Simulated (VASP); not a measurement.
Crystal: Ba3CaO4.

```
Ba Ca O
1.0
     5.47877    0.00000    0.00000
     0.00000    5.47877    0.00000
     0.00000    0.00000    5.47877
Ba Ca O
3 1 4
Direct
  0.00000 0.00000 0.50000
  0.00000 0.50000 0.00000
  0.50000 0.00000 0.00000
  0.50000 0.50000 0.51825
  0.00000 0.00000 0.00000
  0.50000 0.50000 0.00000
  0.50000 0.00000 0.50000
  0.00000 0.50000 0.50000
```

- Program: VASP 6.6.1
- Task: relaxation of the atoms
- Functional: r2SCAN
- Potentials or basis: VASP PAW PBE potentials, release 64 (Ba_sv, Ca_sv, O)
- Cutoff: 520 eV
- k mesh: 3 × 3 × 3
- Occupations: gaussian, width 0.01 eV
- Spin: no spin polarisation

At the start: pressure -1.3 GPa; volume 20.56 Å³/atom.

**Question.** Where does the relaxation end?

**Answer.** Over 18 steps the energy falls by 19.1 meV/atom at a fixed cell; space group P4mm (No. 99, to 0.1 Å) before and after.

The path:
```
step  energy change (eV)  largest force (eV/Å)  pressure (GPa)
   1              0.0000                0.3481           -1.32
   2             -0.0104                0.3199           -1.34
   3             -0.0208                0.2440           -1.36
   4             -0.0321                0.3382           -1.36
   5             -0.0724                0.5575           -1.31
   6             -0.1145                0.4393           -0.89
   7             -0.1154                0.5935           -1.09
   8             -0.1176                0.5463           -1.02
   9             -0.1270                0.3277           -0.84
  10             -0.1278                0.2306           -0.75
  11             -0.1349                0.1911           -0.75
  12             -0.1489                0.0928           -0.74
  13             -0.1437                0.1760           -0.66
  14             -0.1521                0.0410           -0.71
  15             -0.1524                0.0360           -0.72
  16             -0.1525                0.0349           -0.73
  17             -0.1527                0.0292           -0.73
  18             -0.1529                0.0187           -0.71
```

Final structure:
```
Ba Ca O
1.0
     5.47877    0.00000    0.00000
     0.00000    5.47877    0.00000
     0.00000    0.00000    5.47877
Ba Ca O
3 1 4
Direct
  0.00000 0.00000 0.51020
  0.00000 0.50000 0.00854
  0.50000 0.00000 0.00854
  0.50000 0.50000 0.53575
  0.00000 0.00000 0.01044
  0.50000 0.50000 0.93955
  0.50000 0.00000 0.50262
  0.00000 0.50000 0.50262
```

Caveat: the PAW data sets were made with another functional, which shifts forces and pressure a little.
